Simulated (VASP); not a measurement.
Here is a VASP 6.6.1 calculation.

The input INCAR:

```
SYSTEM = InSb3
  PREC = Accurate
  ENCUT = 500
  EDIFF = 1E-7
  ISMEAR = 0
  SIGMA = 0.01
  LREAL = .FALSE.
  LASPH = .TRUE.
  NELM = 120
  ALGO = Normal
  ISIF = 3
  LWAVE = .FALSE.
  LCHARG = .FALSE.
  GGA = PS
  IBRION = 2
  NSW = 80
  EDIFFG = -0.01
  PSTRESS = 50.0
  GGA_COMPAT = .FALSE.
  NELMIN = 4
```

File KPOINTS:

```
regular mesh
0
G
  5 5 5
  0 0 0
```

File POSCAR:

```
InSb3
1.0
    0.0000000000      3.8150000000      3.8150000000
    3.8150000000      0.0000000000      3.8150000000
    3.8150000000      3.8150000000      0.0000000000
In Sb
1 3
Direct
    0.0000000000      0.0000000000      0.0000000000
    0.5000000000      0.5000000000      0.5000000000
    0.2500000000      0.2500000000      0.2500000000
    0.7500000000      0.7500000000      0.7500000000
```

Potentials or basis: VASP PAW PBE potentials, release 64 (In_d, Sb).

The run is started by

```bash
$ cat potpaw_PBE.64/In_d/POTCAR potpaw_PBE.64/Sb/POTCAR > POTCAR
$ mpirun -np 1 vasp_std > vasp.out
```

**Question.** What does it give for the space group after relaxing (to 0.1 Å)?

**Answer.** Fm-3m (No. 225).

**Question.** What does it give for the relaxed cell?

**Answer.** a = 5.151 Å, b = 5.151 Å, c = 5.151 Å, α = 60.00°, β = 60.00°, γ = 60.00°.

**Question.** Predict the relaxed volume.

**Answer.** 24.16 Å³/atom.

Final structure:
```
In Sb
1.0
     0.00000    3.64246    3.64246
     3.64246    0.00000    3.64246
     3.64246    3.64246    0.00000
In Sb
1 3
Direct
  0.00000 0.00000 0.00000
  0.50000 0.50000 0.50000
  0.25000 0.25000 0.25000
  0.75000 0.75000 0.75000
```

Caveat: the cell is relaxed towards a set pressure, so the run minimises the enthalpy, not the energy; the highest band is partly filled, so the run has too few bands; the PAW data sets were made with another functional, which shifts forces and pressure a little.
